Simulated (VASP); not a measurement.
Write the native input for VASP 6.6.1 that does the following.

| Property | Result |
| --- | --- |
| Task | single point |
| Functional | PBE |
| Potentials or basis | VASP PAW PBE potentials, release 64 (Bi_d, Te, O) |
| Cutoff | 520 eV |
| k mesh | 6 × 6 × 6 |
| Occupations | gaussian, width 0.2 eV |
| Spin | no spin polarisation |
| Dipole correction | no |
| Further INCAR settings | ALGO = Normal; EDIFF = 1e-07; NBANDS = 39 |

The structure of Bi2TeO4 lies in POSCAR:

```
Bi2TeO4
1.0
    0.0000000000     -3.6907959411      0.0000000000
    3.6907959411      0.0000000000      0.0000000000
   -1.8453979705      1.8453979705      8.9677901000
Bi Te O
2 1 4
Direct
    0.6749140017      0.6749140017      0.3498280034
    0.3250859983      0.3250859983      0.6501719966
    0.0000000000      0.0000000000      0.0000000000
    0.8848414013      0.8848414013      0.7696828027
    0.1151585987      0.1151585987      0.2303171973
    0.7500000000      0.2500000000      0.5000000000
    0.2500000000      0.7500000000      0.5000000000
```

These files were run (other wordings do the same):

INCAR

```
  ALGO = Normal
  EDIFF = 1E-7
  ENCUT = 520
  GGA = PE
  ISIF = 2
  ISMEAR = 0
  LASPH = True
  LCHARG = True
  LELF = True
  LREAL = False
  LVHAR = True
  LWAVE = False
  NBANDS = 39
  NELM = 80
  PREC = Accurate
  SIGMA = 0.2
```

KPOINTS

```
k-points
0
Gamma
  6 6 6
```

Potentials or basis: VASP PAW PBE potentials, release 64 (Bi_d, Te, O).

Run with:

```sh
$ cat potpaw_PBE.64/Bi_d/POTCAR potpaw_PBE.64/Te/POTCAR potpaw_PBE.64/O/POTCAR > POTCAR
$ mpirun -np 1 vasp_std > vasp.out
```

It gave:

```
Pressure               : 0.0 GPa
Largest force          : 0.069 eV/Å
Band gap on the k mesh : zero (bands 30 and 31 overlap by 2.05 eV)
```

Caveat: spin-orbit coupling is left out, which moves the levels of the heavy elements.

It took 78 s on 1 thread of Intel(R) Xeon(R) 6975P-C (Granite Rapids), on a shared host, peak memory 0.29 GiB.
